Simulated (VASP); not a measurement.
# CuI (F-43m) in VASP: further runs

Aim: see how the results for CuI move with the level of theory and the settings. Levels: PBEsol, B3LYP, HSE06. Tasks: single point, relaxation of cell and atoms.

Everything below comes from runs of VASP 6.6.1. Logs are shortened: lines on timing, memory, paths and dates and some standing lists are left out, and cuts for length are marked.

### Step 1. The cell of the first run

It takes space group F-43m (No. 216, cubic). The conventional cell has a = 6.063 Å, b = 6.063 Å, c = 6.063 Å, α = 90.00°, β = 90.00°, γ = 90.00°. Within 3.5 Å of I (site symmetry -43m) lie 4 Cu at 2.63 Å. Cu (site symmetry -43m) has 4 I at 2.63 Å within 3.5 Å.

### Step 2. Single point, PBEsol

INCAR

```
SYSTEM = CuI
ALGO = Normal ; EDIFF = 1E-7
ENCUT = 520 ; GGA = PS
ISIF = 2 ; ISMEAR = -1
LASPH = .TRUE. ; LCHARG = .FALSE.
LREAL = .FALSE. ; LWAVE = .FALSE.
NBANDS = 16 ; NELM = 100
PREC = Accurate ; SIGMA = 0.1
```

KPOINTS

```
k-points
0
G
  6 6 6
  0 0 0
```

POSCAR

```
CuI
1.0
    0.0000000000      3.0315000000      3.0315000000
    3.0315000000      0.0000000000      3.0315000000
    3.0315000000      3.0315000000      0.0000000000
I Cu
1 1
Direct
    0.0000000000      0.0000000000      0.0000000000
    0.7500000000      0.7500000000      0.7500000000
```

Potentials or basis: VASP PAW PBE potentials, release 64 (I, Cu).

Launch:

```sh
$ cat potpaw_PBE.64/I/POTCAR potpaw_PBE.64/Cu/POTCAR > POTCAR
$ mpirun -np 1 vasp_std > vasp.out
```

OUTCAR:

```text
SYSTEM = CuI
   EDIFF = 1E-7
   ENCUT = 520
   GGA = PS
   ISIF = 2
   ISMEAR = -1
   LASPH = .TRUE.
   LREAL = .FALSE.
   NELM = 100
   PREC = Accurate

 ion  position               nearest neighbor table
   1  0.000  0.000  0.000-   2 2.63   2 2.63   2 2.63   2 2.63
   2  0.750  0.750  0.750-   1 2.63   1 2.63   1 2.63   1 2.63

  LATTYP: Found a face centered cubic cell.
 ALAT       =     6.0630000000

  Lattice vectors:

 A1 = (   0.0000000000,   3.0315000000,   3.0315000000)
 A2 = (   3.0315000000,   0.0000000000,   3.0315000000)
 A3 = (   3.0315000000,   3.0315000000,   0.0000000000)

Analysis of symmetry for initial positions (statically):
=====================================================================
 Subroutine PRICEL returns:
 Original cell was already a primitive cell.

 Routine SETGRP: Setting up the symmetry group for a
 face centered cubic supercell.

 Subroutine GETGRP returns: Found 24 space group operations
 (whereof 24 operations were pure point group operations)
 out of a pool of 48 trial point group operations.

The static configuration has the point symmetry T_d .

Analysis of symmetry for dynamics (positions and initial velocities):
=====================================================================
 Subroutine PRICEL returns:
 Original cell was already a primitive cell.

 Routine SETGRP: Setting up the symmetry group for a
 face centered cubic supercell.

 Subroutine GETGRP returns: Found 24 space group operations
 (whereof 24 operations were pure point group operations)
 out of a pool of 48 trial point group operations.

The dynamic configuration has the point symmetry T_d .

 Subroutine INISYM returns: Found 24 space group operations
 (whereof 24 operations are pure point group operations),
 and found     1 'primitive' translations

----------------------------------------------------------------------------------------

                                     Primitive cell

  volume of cell :      55.7189

  direct lattice vectors                    reciprocal lattice vectors
     0.000000000  3.031500000  3.031500000    -0.164934851  0.164934851  0.164934851
     3.031500000  0.000000000  3.031500000     0.164934851 -0.164934851  0.164934851
     3.031500000  3.031500000  0.000000000     0.164934851  0.164934851 -0.164934851

  length of vectors
     4.287188414  4.287188414  4.287188414     0.285675541  0.285675541  0.285675541

  position of ions in fractional coordinates (direct lattice)
     0.000000000  0.000000000  0.000000000
     0.750000000  0.750000000  0.750000000

  ion indices of the primitive-cell ions
   primitive index   ion index
                 1           1
                 2           2

----------------------------------------------------------------------------------------

 KPOINTS: k-points

Automatic generation of k-mesh.
 Grid dimensions read from file:
 generate k-points for:    6    6    6

 Generating k-lattice:

  Cartesian coordinates                     Fractional coordinates (reciprocal lattice)
    -0.027489142  0.027489142  0.027489142     0.166666667  0.000000000  0.000000000
     0.027489142 -0.027489142  0.027489142     0.000000000  0.166666667  0.000000000
     0.027489142  0.027489142 -0.027489142     0.000000000  0.000000000  0.166666667

  Length of vectors
     0.047612590  0.047612590  0.047612590

  Shift w.r.t. Gamma in fractional coordinates (k-lattice)
     0.000000000  0.000000000  0.000000000

 Subroutine IBZKPT returns following result:
 ===========================================

 Found     16 irreducible k-points:

 Following reciprocal coordinates:
            Coordinates               Weight
  0.000000  0.000000  0.000000      1.000000
  0.166667  0.000000  0.000000      8.000000
  0.333333  0.000000  0.000000      8.000000
  0.500000  0.000000  0.000000      4.000000
  0.166667  0.166667  0.000000      6.000000
  0.333333  0.166667  0.000000     24.000000
[... 8 lines left out ...]
 -0.333333  0.333333  0.166667     24.000000
 -0.333333  0.500000  0.166667     12.000000
   k-points           NKPTS =     16   k-points in BZ     NKDIM =     16   number of bands    NBANDS=     16
   number of dos      NEDOS =    301   number of ions     NIONS =      2
   total plane-waves  NPLWV =  32768
   dimension x,y,z NGX =    32 NGY =   32 NGZ =   32
   dimension x,y,z NGXF=    64 NGYF=   64 NGZF=   64
   ions per type =               1   1
   NGX,Y,Z   is equivalent  to a cutoff of  12.41, 12.41, 12.41 a.u.
   NGXF,Y,Z  is equivalent  to a cutoff of  24.82, 24.82, 24.82 a.u.
 SYSTEM =  CuI
   PREC   = accura    normal or accurate (medium, high low for compatibility)
   ISTART =      0    job   : 0-new  1-cont  2-samecut
   ICHARG =      2    charge: 1-file 2-atom 10-const
   ISPIN  =      1    spin polarized calculation?
   LNONCOLLINEAR =      F non collinear calculations
   LSORBIT =      F    spin-orbit coupling
   LASPH  =      T    aspherical Exc in radial PAW
   ENCUT  =  520.0 eV  38.22 Ry    6.18 a.u.   7.97  7.97  7.97*2*pi/ulx,y,z
   NELM   =    100;   NELMIN=  2; NELMDL= -5     # of ELM steps
   EDIFF  = 0.1E-06   stopping-criterion for ELM
   LREAL  =      F    real-space projection
   EDIFFG = 0.1E-05   stopping-criterion for IOM
   NSW    =      0    number of steps for IOM
   IBRION =     -1    ionic relax: 0-MD 1-quasi-New 2-CG
   NFREE  =      0    steps in history (QN), initial steepest desc. (CG)
   ISIF   =      2    stress and relaxation
   ISYM   =      2    0-nonsym 1-usesym 2-fastsym
   POTIM  = 0.5000    time-step for ionic-motion
   TEBEG  =    0.0;   TEEND  =   0.0 temperature during run
   PSTRESS=    0.0 pullay stress
   NELECT =      18.0000    total number of electrons
   NUPDOWN=      -1.0000    fix difference up-down
   EMIN   =  10.00;   EMAX   =-10.00  energy-range for DOS
   EFERMI =   0.00;   METHOD = LEGACY
   ISMEAR =    -1;   SIGMA  =   0.10  broadening in eV -4-tet -1-fermi 0-gaus
   EFERMI_NEDOS =   21; number of points for ismear=-14 and -15
   IALGO  =     38    algorithm
   IMIX   =      4    mixing-type and parameters
     AMIX     =   0.40;   BMIX     =  1.00
     AMIX_MAG =   1.60;   BMIX_MAG =  1.00
  volume/ion in A,a.u.               =      27.86       188.00
  Fermi-wavevector in a.u.,A,eV,Ry     =   1.123306  2.122741 17.168055  1.261816
  Thomas-Fermi vector in A             =   2.259971
   LORBIT       =      0    0 simple, 1 ext, 2 COOP (PROOUT), +10 PAW based schemes
   GGA     = PS    functional components
   LHFCALC =     F    Hartree Fock is set to
   AEXX    =    0.0000 exact exchange contribution
   IVDW    =     0    specifies the selected vdW correction
   LEPSILON=     F    determine dielectric tensor
   LRPA    =     F    only Hartree local field effects (RPA)
 non-spin polarized calculation
  energy-cutoff  :      520.00
  volume of cell :       55.72
 maximum number of plane-waves:      1524
   NGX = 15   NGY = 15   NGZ = 15

 number of electron      18.0000014 magnetization

 Free energy of the ion-electron system (eV)
  ---------------------------------------------------
  ext. energy  EPLUGINS =         0.00000000
  ---------------------------------------------------
  free energy    TOTEN  =        -6.29200509 eV

  energy without entropy =       -6.29182624  energy(sigma->0) =       -6.29191567

 E-fermi :   4.8890     XC(G=0):  -9.1383

 val. band max:        4.2849227797   @ k =   0.0000   0.0000   0.0000
 cond. band min:       5.3123830357   @ k =   0.0000   0.0000   0.0000
 fundamental gap:      1.0274602560
 Fermi energy:         4.8890028324

 k-point     1 :       0.0000    0.0000    0.0000
  band No.  band energies     occupation
      1      -9.7434      2.00000
      2       0.6399      2.00000
      3       0.6399      2.00000
      4       0.6399      2.00000
      5       2.4113      2.00000
      6       2.4113      2.00000
[... 8 lines left out ...]
     15      13.8579      0.00000
     16      13.8579      0.00000

 k-point     2 :       0.1667    0.0000    0.0000
  band No.  band energies     occupation
      1      -9.6175      2.00000
      2       0.1281      2.00000
      3       0.6495      2.00000
      4       0.6495      2.00000
      5       2.4022      2.00000
      6       2.4022      2.00000
[... 8 lines left out ...]
     15      12.9816      0.00000
     16      13.2961      0.00000

 k-point     3 :       0.3333    0.0000    0.0000
  band No.  band energies     occupation
      1      -9.3411      2.00000
      2      -0.8542      2.00000
      3       0.6617      2.00000
      4       0.6617      2.00000
      5       2.4128      2.00000
      6       2.4128      2.00000
[... 8 lines left out ...]
     15      13.4648      0.00000
     16      13.4648      0.00000

 k-point     4 :       0.5000    0.0000    0.0000
  band No.  band energies     occupation
      1      -9.1877      2.00000
      2      -1.3255      2.00000
      3       0.6637      2.00000
      4       0.6637      2.00000
      5       2.4390      2.00000
      6       2.4390      2.00000
[... 8 lines left out ...]
     15      15.1323      0.00000
     16      15.1323      0.00000

 k-point     5 :       0.1667    0.1667    0.0000
  band No.  band energies     occupation
      1      -9.5754      2.00000
      2       0.0769      2.00000
      3       0.6118      2.00000
      4       0.6118      2.00000
      5       2.3576      2.00000
      6       2.4331      2.00000
[... 8 lines left out ...]
     15      14.1338      0.00000
     16      14.2173      0.00000

 k-point     6 :       0.3333    0.1667    0.0000
  band No.  band energies     occupation
      1      -9.3469      2.00000
      2      -0.6050      2.00000
      3       0.5300      2.00000
      4       0.6044      2.00000
      5       2.3412      2.00000
      6       2.4494      2.00000
[... 8 lines left out ...]
     15      14.3897      0.00000
     16      14.6856      0.00000

 k-point     7 :       0.5000    0.1667    0.0000
  band No.  band energies     occupation
      1      -9.1439      2.00000
      2      -1.1290      2.00000
      3       0.3314      2.00000
      4       0.6325      2.00000
      5       2.3744      2.00000
      6       2.4449      2.00000
[... 8 lines left out ...]
     15      14.8782      0.00000
     16      15.1821      0.00000

 k-point     8 :      -0.3333    0.1667    0.0000
  band No.  band energies     occupation
      1      -9.1954      2.00000
      2      -0.9759      2.00000
      3       0.2660      2.00000
      4       0.6756      2.00000
      5       2.3874      2.00000
      6       2.4150      2.00000
[... 8 lines left out ...]
     15      14.0373      0.00000
     16      15.2871      0.00000

 k-point     9 :      -0.1667    0.1667    0.0000
  band No.  band energies     occupation
      1      -9.4394      2.00000
      2      -0.3595      2.00000
      3       0.4636      2.00000
      4       0.6853      2.00000
      5       2.3670      2.00000
      6       2.4299      2.00000
[... 8 lines left out ...]
     15      13.6742      0.00000
     16      14.7852      0.00000

 k-point    10 :       0.3333    0.3333    0.0000
  band No.  band energies     occupation
      1      -9.2056      2.00000
      2      -0.8768      2.00000
      3       0.5578      2.00000
      4       0.5578      2.00000
      5       2.2866      2.00000
      6       2.4767      2.00000
[... 8 lines left out ...]
     15      14.9078      0.00000
     16      17.3357      0.00000

 k-point    11 :       0.5000    0.3333    0.0000
  band No.  band energies     occupation
      1      -9.0500      2.00000
      2      -1.0927      2.00000
      3       0.2262      2.00000
      4       0.5667      2.00000
      5       2.3227      2.00000
      6       2.4686      2.00000
[... 8 lines left out ...]
     15      15.4370      0.00000
     16      16.4586      0.00000

 k-point    12 :      -0.3333    0.3333    0.0000
  band No.  band energies     occupation
      1      -9.0458      2.00000
      2      -0.8583      2.00000
      3      -0.2860      2.00000
      4       0.6272      2.00000
      5       2.2909      2.00000
      6       2.4099      2.00000
[... 8 lines left out ...]
     15      13.5563      0.00000
     16      17.4593      0.00000

 k-point    13 :       0.5000    0.5000    0.0000
  band No.  band energies     occupation
      1      -8.9995      2.00000
      2      -1.3044      2.00000
      3       0.5321      2.00000
      4       0.5321      2.00000
      5       2.3805      2.00000
      6       2.4661      2.00000
[... 8 lines left out ...]
     15      15.5789      0.00000
     16      16.2758      0.00000

 k-point    14 :       0.5000    0.3333    0.1667
  band No.  band energies     occupation
      1      -9.1505      2.00000
      2      -0.8706      2.00000
      3       0.1541      2.00000
      4       0.5951      2.00000
      5       2.3486      2.00000
      6       2.4281      2.00000
[... 8 lines left out ...]
     15      15.1703      0.00000
     16      16.2976      0.00000

 k-point    15 :      -0.3333    0.3333    0.1667
  band No.  band energies     occupation
      1      -9.0458      2.00000
      2      -0.9200      2.00000
      3      -0.1443      2.00000
      4       0.5543      2.00000
      5       2.3176      2.00000
      6       2.4119      2.00000
[... 8 lines left out ...]
     15      15.3193      0.00000
     16      16.0483      0.00000

 k-point    16 :      -0.3333    0.5000    0.1667
  band No.  band energies     occupation
      1      -8.9967      2.00000
      2      -1.0162      2.00000
      3      -0.0019      2.00000
      4       0.4605      2.00000
      5       2.3631      2.00000
      6       2.3649      2.00000
[... 8 lines left out ...]
     15      15.7993      0.00000
     16      16.2403      0.00000

------------------------ aborting loop because EDIFF is reached ----------------------------------------

  FORCE on cell =-STRESS in cart. coord.  units (eV):
  Direction    XX          YY          ZZ          XY          YZ          ZX
  --------------------------------------------------------------------------------------
  -------------------------------------------------------------------------------------
  Total       -0.8647962     -0.8647962     -0.8647962      0.0000000     -0.0000000      0.0000000
  in kB      -24.8669001    -24.8669001    -24.8669001      0.0000000     -0.0000000      0.0000000
  external PRESSURE =     -24.8669001 kB  Pullay stress =       0.0000000 kB

 VOLUME and BASIS-vectors are now :
 -----------------------------------------------------------------------------
  energy-cutoff  :      520.00
  volume of cell :       55.72
      direct lattice vectors                 reciprocal lattice vectors
     0.000000000  3.031500000  3.031500000    -0.164934851  0.164934851  0.164934851
     3.031500000  0.000000000  3.031500000     0.164934851 -0.164934851  0.164934851
     3.031500000  3.031500000  0.000000000     0.164934851  0.164934851 -0.164934851

 POSITION                                       TOTAL-FORCE (eV/Angst)
 -----------------------------------------------------------------------------------
      0.00000      0.00000      0.00000         0.000000      0.000000      0.000000
      4.54725      4.54725      4.54725        -0.000000     -0.000000     -0.000000
 -----------------------------------------------------------------------------------
    total drift:                               -0.000000     -0.000000     -0.000000

  FREE ENERGIE OF THE ION-ELECTRON SYSTEM (eV)
  ---------------------------------------------------
  free  energy   TOTEN  =        -6.2920050901 eV

  energy  without entropy=       -6.2918262408  energy(sigma->0) =       -6.29191567
```

Run time: 34 s. Hardware: 1 thread of Intel Xeon 8259CL, shared host; peak memory 0.18 GiB.

Results:

- Free energy: -6.2920 eV
- Pressure: -2.5 GPa
- Band gap on the k mesh: 1.03 eV

Levels at points of the mesh, in eV from the valence-band top:
```
           k point  band 5  band 6  band 7  band 8  band 9  band 10  band 11  band 12  band 13  band 14
(0.00, 0.00, 0.00)   -1.87   -1.87    0.00    0.00    0.00     1.03     4.83     4.83     4.83     8.04
(0.50, 0.00, 0.00)   -1.85   -1.85   -1.80   -0.72   -0.72     2.08     5.36     5.36     7.25     9.00
(0.50, 0.50, 0.00)   -1.90   -1.82   -1.79   -1.52   -1.52     2.60     2.85     9.07     9.71     9.71
```

Caveat: the PAW data sets were made with another functional, which shifts forces and pressure a little; spin-orbit coupling is left out, which moves the levels of the heavy elements. As with any semilocal functional, this PBEsol gap is likely too small.

### Step 3. Single point, B3LYP

This run uses another cell than the first one, of 30.36 Å³/atom.

POSCAR

```
CuI
1.0
    0.0000000000      3.1197137726      3.1197137726
    3.1197137726      0.0000000000      3.1197137726
    3.1197137726      3.1197137726      0.0000000000
I Cu
1 1
Direct
    0.0000000000      0.0000000000      0.0000000000
    0.7500000000      0.7500000000      0.7500000000
```

INCAR.step1

```
PREC     = Accurate       # precision mode
ENCUT    = 520            # plane-wave cutoff, eV
EDIFF    = 1E-5           # SCF threshold, eV
ISMEAR   = -1             # smearing method
SIGMA    = 0.05           # smearing width, eV
LREAL    = F              # projectors in reciprocal space
LASPH    = T              # aspherical terms in the spheres
NELM     = 100            # most SCF steps
ALGO     = Normal         # electronic algorithm
ISIF     = 2              # what is computed and relaxed
LWAVE    = T              # write WAVECAR
LCHARG   = F              # write CHGCAR
GGA      = PE             # functional
NBANDS   = 16             # bands
```

INCAR.step2

```
PREC     = Accurate       # precision mode
ENCUT    = 520            # plane-wave cutoff, eV
EDIFF    = 1E-7           # SCF threshold, eV
ISMEAR   = -1             # smearing method
SIGMA    = 0.05           # smearing width, eV
LREAL    = F              # projectors in reciprocal space
LASPH    = T              # aspherical terms in the spheres
NELM     = 100            # most SCF steps
ALGO     = Normal         # electronic algorithm
ISIF     = 2              # what is computed and relaxed
LWAVE    = F              # write WAVECAR
LCHARG   = F              # write CHGCAR
GGA      = B3             # functional
LHFCALC  = T              # exact exchange
AEXX     = 0.2            # exact-exchange fraction
AGGAX    = 0.72         
AGGAC    = 0.81         
ALDAC    = 0.19         
PRECFOCK = Normal       
ISTART   = 1            
NBANDS   = 16             # bands
```

KPOINTS

```
regular mesh
0
Gamma
  4 4 4
```

Potentials or basis: VASP PAW PBE potentials, release 64 (I, Cu).

Launch:

```sh
$ cat potpaw_PBE.64/I/POTCAR potpaw_PBE.64/Cu/POTCAR > POTCAR
$ cp INCAR.step1 INCAR
$ mpirun -np 1 vasp_std > vasp.out
$ cp INCAR.step2 INCAR
$ mpirun -np 1 vasp_std > vasp.out
```

Wall time 11 min (1 thread of Intel Xeon Platinum 8488C (Sapphire Rapids), shared host); peak memory 0.21 GiB.

Results (log left out):

```yaml
Free_energy: -5.9664 eV
Pressure: -0.1 GPa
Band_gap_on_the_k_mesh: 2.77 eV
```

Levels at points of the mesh, in eV from the valence-band top:
```
           k point  band 7  band 8  band 9  band 10  band 11  band 12
(0.00, 0.00, 0.00)    0.00    0.00    0.00     2.77     6.85     6.85
(0.50, 0.00, 0.00)   -2.00   -0.69   -0.69     3.92     7.34     7.34
(0.50, 0.50, 0.00)   -1.91   -1.60   -1.60     4.61     4.72    10.68
```

Caveat: the k points lie up to 0.44 Å⁻¹ apart; the PAW data sets were made with another functional, which shifts forces and pressure a little; spin-orbit coupling is left out, which moves the levels of the heavy elements.

[end of part 1 of 2]
